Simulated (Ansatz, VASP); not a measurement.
## InSb: VASP beside Ansatz

The input INCAR:

```
ALGO = Normal
EDIFF = 1E-7
ENCUT = 520
GGA = PS
ISIF = 2
ISMEAR = 0
LASPH = T
LCHARG = T
LELF = T
LREAL = F
LVHAR = T
LWAVE = F
NBANDS = 16
NELM = 60
PREC = Accurate
SIGMA = 0.05
```

File KPOINTS:

```
k-points
0
Gamma
  8 8 8
```

Contents of POSCAR:

```
InSb
1.0
    0.0000000000      3.2378902928      3.2378902928
    3.2378902928      0.0000000000      3.2378902928
    3.2378902928      3.2378902928      0.0000000000
In Sb
1 1
Direct
    0.0000000000      0.0000000000      0.0000000000
    0.7500000000      0.7500000000      0.7500000000
```

Input for Ansatz:

```yaml
crystal:
  lattice:
    - [0.0, 3.2378902928, 3.2378902928]
    - [3.2378902928, 0.0, 3.2378902928]
    - [3.2378902928, 3.2378902928, 0.0]
  atoms:
    - { symbol: In, position: [0.0, 0.0, 0.0] }
    - { symbol: Sb, position: [0.75, 0.75, 0.75] }
basis:
  ecutwfc: 420
  ecutrho_ratio: 4
kpoints:
  mp_grid: { grid: [8, 8, 8] }
hamiltonian:
  xc: pbesol
scf:
  occupations: { method: gaussian, width: 0.05 }
output:
  forces: true
  stress: true
  eigenvalues: true
```

Alike in both runs: task single point; functional PBEsol; k mesh 8 × 8 × 8; occupations gaussian, width 0.05 eV; no spin polarisation.

```csv
,VASP,Ansatz
version,VASP 6.6.1,Ansatz 0.2.0
potentials or method,"VASP PAW PBE potentials, release 64 (In_d, Sb), cutoff 520 eV","scalar-relativistic, plane waves, PAW"
valence electrons in the cell,18,28
```

```csv
,VASP,Ansatz,Ansatz less VASP
gap on the k mesh at the Fermi level (eV),none,none,-
pressure (GPa),0.9,0.9,-0.02
```

VASP's potentials were made for PBE, not for PBEsol. A gap of «none» marks a metal or a gap that the smearing closes. VASP's potentials hold 18 valence electrons a cell and Ansatz's 28, so a difference there can come from the potentials and not from the codes.

Spin-orbit coupling is off throughout.
